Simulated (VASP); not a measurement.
# Si3N4 (P6_3/m) in VASP: relaxation of the atoms with PBE

Aim: the relaxation of the atoms of Si3N4 with PBE.

Everything below comes from runs of VASP 6.6.1. Logs are shortened: lines on timing, memory, paths and dates and some standing lists are left out, and cuts for length are marked.

## 1. The cell of the first run

The structure is hexagonal, space group P6_3/m (No. 176). The conventional cell has a = 7.632 Å, b = 7.632 Å, c = 2.919 Å, α = 90.00°, β = 90.00°, γ = 120.00°. Si (site symmetry m) has 4 N at 1.57 to 1.80 Å within 2.1 Å. Within 2.1 Å of N (site symmetry -6) lie 3 Si at 1.57 Å. Within 2.4 Å of N (site symmetry m) lie 3 Si at 1.79 to 1.80 Å.

## 2. Relaxation of the atoms, PBE

File INCAR:

```
SYSTEM = Si3N4
PREC = Accurate
ENCUT = 520
EDIFF = 1E-6
ISMEAR = -1
SIGMA = 0.02
LREAL = .False.
LASPH = .True.
NELM = 100
ALGO = Normal
ISIF = 2
LWAVE = .False.
LCHARG = .False.
GGA = PE
IBRION = 2
NSW = 80
EDIFFG = -0.02
```

File KPOINTS:

```
regular mesh
0
Gamma
  4 4 9
  0 0 0
```

File POSCAR:

```
Si3N4
1.0
    7.6322000000      0.0000000000      0.0000000000
   -3.8161000000      6.6096790868      0.0000000000
    0.0000000000      0.0000000000      2.9191000000
Si N
6 8
Direct
    0.1952000000      0.7656000000      0.2500000000
    0.4296000000      0.1952000000      0.7500000000
    0.2344000000      0.4296000000      0.2500000000
    0.8048000000      0.2344000000      0.7500000000
    0.5704000000      0.8048000000      0.2500000000
    0.7656000000      0.5704000000      0.7500000000
    0.3333333333      0.6666666667      0.2500000000
    0.6666666667      0.3333333333      0.7500000000
    0.3394000000      0.0362000000      0.2500000000
    0.3032000000      0.3394000000      0.7500000000
    0.9638000000      0.3032000000      0.2500000000
    0.6606000000      0.9638000000      0.7500000000
    0.6968000000      0.6606000000      0.2500000000
    0.0362000000      0.6968000000      0.7500000000
```

Potentials or basis: VASP PAW PBE potentials, release 64 (Si, N).

Started as:

```bash
$ cat potpaw_PBE.64/Si/POTCAR potpaw_PBE.64/N/POTCAR > POTCAR
$ mpirun -np 1 vasp_std > vasp.out
```

OUTCAR:

```text
SYSTEM = Si3N4
   PREC = Accurate
   ENCUT = 520
   EDIFF = 1E-6
   ISMEAR = -1
   LREAL = .False.
   LASPH = .True.
   NELM = 100
   ISIF = 2
   GGA = PE
   IBRION = 2
   NSW = 80
   EDIFFG = -0.02

 ion  position               nearest neighbor table
   1  0.195  0.766  0.250-   7 1.57   9 1.79  14 1.80  14 1.80   5 2.73   3 2.73
   2  0.430  0.195  0.750-   8 1.57  10 1.79   9 1.80   9 1.80   4 2.73   6 2.73
   3  0.234  0.430  0.250-   7 1.57  11 1.79  10 1.80  10 1.80   1 2.73   5 2.73
   4  0.805  0.234  0.750-   8 1.57  12 1.79  11 1.80  11 1.80   2 2.73   6 2.73
   5  0.570  0.805  0.250-   7 1.57  13 1.79  12 1.80  12 1.80   1 2.73   3 2.73
   6  0.766  0.570  0.750-   8 1.57  14 1.79  13 1.80  13 1.80   4 2.73   2 2.73
   7  0.333  0.667  0.250-   1 1.57   5 1.57   3 1.57
   8  0.667  0.333  0.750-   4 1.57   2 1.57   6 1.57
   9  0.339  0.036  0.250-   1 1.79   2 1.80   2 1.80
  10  0.303  0.339  0.750-   2 1.79   3 1.80   3 1.80
  11  0.964  0.303  0.250-   3 1.79   4 1.80   4 1.80
  12  0.661  0.964  0.750-   4 1.79   5 1.80   5 1.80
  13  0.697  0.661  0.250-   5 1.79   6 1.80   6 1.80
  14  0.036  0.697  0.750-   6 1.79   1 1.80   1 1.80

  LATTYP: Found a hexagonal cell.
 ALAT       =     7.6322000000
 C/A-ratio  =     0.3824716333

  Lattice vectors:

 A1 = (   7.6322000000,   0.0000000000,   0.0000000000)
 A2 = (  -3.8161000000,   6.6096790868,   0.0000000000)
 A3 = (   0.0000000000,   0.0000000000,   2.9191000000)

Analysis of symmetry for initial positions (statically):
=====================================================================
 Subroutine PRICEL returns:
 Original cell was already a primitive cell.

 Routine SETGRP: Setting up the symmetry group for a
 hexagonal supercell.

 Subroutine GETGRP returns: Found 12 space group operations
 (whereof  6 operations were pure point group operations)
 out of a pool of 24 trial point group operations.

The static configuration has the point symmetry S_6 .
 The point group associated with its full space group is C_6h.

Analysis of symmetry for dynamics (positions and initial velocities):
=====================================================================
 Subroutine PRICEL returns:
 Original cell was already a primitive cell.

 Routine SETGRP: Setting up the symmetry group for a
 hexagonal supercell.

 Subroutine GETGRP returns: Found 12 space group operations
 (whereof  6 operations were pure point group operations)
 out of a pool of 24 trial point group operations.

The dynamic configuration has the point symmetry S_6 .
 The point group associated with its full space group is C_6h.
[... 121 lines left out ...]
   NSW    =     80    number of steps for IOM
   IBRION =      2    ionic relax: 0-MD 1-quasi-New 2-CG
   NFREE  =      1    steps in history (QN), initial steepest desc. (CG)
   ISIF   =      2    stress and relaxation
   ISYM   =      2    0-nonsym 1-usesym 2-fastsym
   POTIM  = 0.5000    time-step for ionic-motion
   TEBEG  =    0.0;   TEEND  =   0.0 temperature during run
   PSTRESS=    0.0 pullay stress
   NELECT =      64.0000    total number of electrons
   NUPDOWN=      -1.0000    fix difference up-down
   EMIN   =  10.00;   EMAX   =-10.00  energy-range for DOS
   EFERMI =   0.00;   METHOD = LEGACY
   ISMEAR =    -1;   SIGMA  =   0.02  broadening in eV -4-tet -1-fermi 0-gaus
   EFERMI_NEDOS =   21; number of points for ismear=-14 and -15
   IALGO  =     38    algorithm
   IMIX   =      4    mixing-type and parameters
     AMIX     =   0.40;   BMIX     =  1.00
     AMIX_MAG =   1.60;   BMIX_MAG =  1.00
  volume/ion in A,a.u.               =      10.52        70.98
  Fermi-wavevector in a.u.,A,eV,Ry     =   1.240057  2.343369 20.922255  1.537742
  Thomas-Fermi vector in A             =   2.374514
   LORBIT       =      0    0 simple, 1 ext, 2 COOP (PROOUT), +10 PAW based schemes
   GGA     = PE    functional components
   LHFCALC =     F    Hartree Fock is set to
   AEXX    =    0.0000 exact exchange contribution
   IVDW    =     0    specifies the selected vdW correction
   LEPSILON=     F    determine dielectric tensor
   LRPA    =     F    only Hartree local field effects (RPA)
 conjugate gradient relaxation of ions
 non-spin polarized calculation
  energy-cutoff  :      520.00
  volume of cell :      147.26
 maximum number of plane-waves:      3988
 NGX is ok and might be reduce to    60
   NGX = 29   NGY = 29   NGZ = 11

--------------------------------------- Ionic step        1  -------------------------------------------

 number of electron      63.9999996 magnetization

 Free energy of the ion-electron system (eV)
  ---------------------------------------------------
  ext. energy  EPLUGINS =         0.00000000
  ---------------------------------------------------
  free energy    TOTEN  =      -110.49953467 eV

  energy without entropy =     -110.49953467  energy(sigma->0) =     -110.49953467

------------------------ aborting loop because EDIFF is reached ----------------------------------------

  FORCE on cell =-STRESS in cart. coord.  units (eV):
  Direction    XX          YY          ZZ          XY          YZ          ZX
  --------------------------------------------------------------------------------------
  -------------------------------------------------------------------------------------
  Total       17.9590111     17.9590111     -6.8340798      0.0000002     -0.0000000      0.0000000
  in kB      195.3952100    195.3952100    -74.3552334      0.0000020     -0.0000000      0.0000000
  external PRESSURE =     105.4783955 kB  Pullay stress =       0.0000000 kB
[... 125 lines left out ...]
  FREE ENERGIE OF THE ION-ELECTRON SYSTEM (eV)
  ---------------------------------------------------
  free  energy   TOTEN  =      -114.2949721557 eV

  energy  without entropy=     -114.2949721557  energy(sigma->0) =     -114.29497216

[... ionic steps 4 to 15 ...]

--------------------------------------- Ionic step       16  -------------------------------------------

 number of electron      63.9999994 magnetization

------------------------ aborting loop because EDIFF is reached ----------------------------------------
[... 91 lines left out ...]
--------------------------------------- Ionic step       18  -------------------------------------------

 number of electron      63.9999993 magnetization

 Free energy of the ion-electron system (eV)
  ---------------------------------------------------
  ext. energy  EPLUGINS =         0.00000000
  ---------------------------------------------------
  free energy    TOTEN  =      -114.53315924 eV

  energy without entropy =     -114.53315924  energy(sigma->0) =     -114.53315924

 E-fermi :   7.0703     XC(G=0): -10.7570

 val. band max:        6.6267625972   @ k =   0.0000   0.0000   0.2222
 cond. band min:      10.9154458629   @ k =   0.0000   0.0000   0.0000
 fundamental gap:      4.2886832656
 Fermi energy:         7.0703462185

 k-point     1 :       0.0000    0.0000    0.0000
  band No.  band energies     occupation
      1     -11.4917      2.00000
      2     -10.0529      2.00000
      3     -10.0529      2.00000
      4      -9.4109      2.00000
      5      -9.2793      2.00000
      6      -9.2793      2.00000
[... 890 lines left out ...]
  FREE ENERGIE OF THE ION-ELECTRON SYSTEM (eV)
  ---------------------------------------------------
  free  energy   TOTEN  =      -114.5331592395 eV

  energy  without entropy=     -114.5331592394  energy(sigma->0) =     -114.53315924

 reached required accuracy - stopping structural energy minimisation
```

Wall time 38 min (1 thread of Oxide Virtual Turin-like, shared host); peak memory 0.29 GiB.

What came out:

```yaml
Free_energy: -114.5332 eV
Energy_gained_by_relaxing: 288.1 meV/atom
Ionic_steps: 18
Pressure_after_relaxing: 2.3 GPa
Largest_force_after_relaxing: 0.016 eV/Å
Band_gap_on_the_k_mesh: 4.29 eV (least direct gap 4.47 eV)
```

Forces in eV/Å, atoms in the order of the input:
```
Si   0.004 -0.004  0.000
Si   0.006  0.002  0.000
Si   0.001  0.006  0.000
Si  -0.004  0.004  0.000
Si  -0.006 -0.002  0.000
Si  -0.001 -0.006  0.000
N    0.000  0.000  0.000
N    0.000  0.000  0.000
N    0.013  0.009  0.000
N   -0.002  0.016  0.000
N   -0.015  0.006  0.000
N   -0.013 -0.009  0.000
N    0.002 -0.016  0.000
N    0.015 -0.006  0.000
```

Step by step:
```
step  energy change (eV)  largest force (eV/Å)  pressure (GPa)
   1              0.0000                9.3382           10.55
   2              6.6973                7.9669           11.28
   3             -3.7954                0.9681            3.14
   4             -3.7956                1.0694            3.05
   5             -3.7975                1.0198            3.09
   6             -3.9369                0.6056            2.85
   7             -3.9370                0.6261            2.85
   8             -4.0206                0.1028            2.71
   9             -4.0207                0.0975            2.70
  10             -4.0239                0.0937            2.65
  11             -4.0248                0.1765            2.60
  12             -4.0263                0.1580            2.57
  13             -4.0300                0.1031            2.48
  14             -4.0332                0.0479            2.30
  15             -4.0333                0.0464            2.28
  16             -4.0335                0.0244            2.27
  17             -4.0335                0.0268            2.26
  18             -4.0336                0.0160            2.26
```

Final structure:
```
CELL_PARAMETERS angstrom
7.63220 0.00000 0.00000
-3.81610 6.60968 0.00000
0.00000 0.00000 2.91910
ATOMIC_POSITIONS crystal
Si 0.17432 0.76830 0.25000
Si 0.40602 0.17432 0.75000
Si 0.23170 0.40602 0.25000
Si 0.82568 0.23170 0.75000
Si 0.59398 0.82568 0.25000
Si 0.76830 0.59398 0.75000
N 0.33333 0.66667 0.25000
N 0.66667 0.33333 0.75000
N 0.32964 0.03027 0.25000
N 0.29937 0.32964 0.75000
N 0.96973 0.29937 0.25000
N 0.67036 0.96973 0.75000
N 0.70063 0.67036 0.25000
N 0.03027 0.70063 0.75000
```

Levels at points of the mesh, in eV from the valence-band top:
```csv
k point,band 29,band 30,band 31,band 32,band 33,band 34,band 35,band 36
"(0.00, 0.00, 0.00)",-1.25,-0.44,-0.37,-0.18,4.29,4.69,4.84,4.84
"(0.50, 0.00, 0.00)",-1.32,-0.75,-0.31,-0.23,4.58,4.67,4.83,5.23
```

A k mesh can miss the band edges.
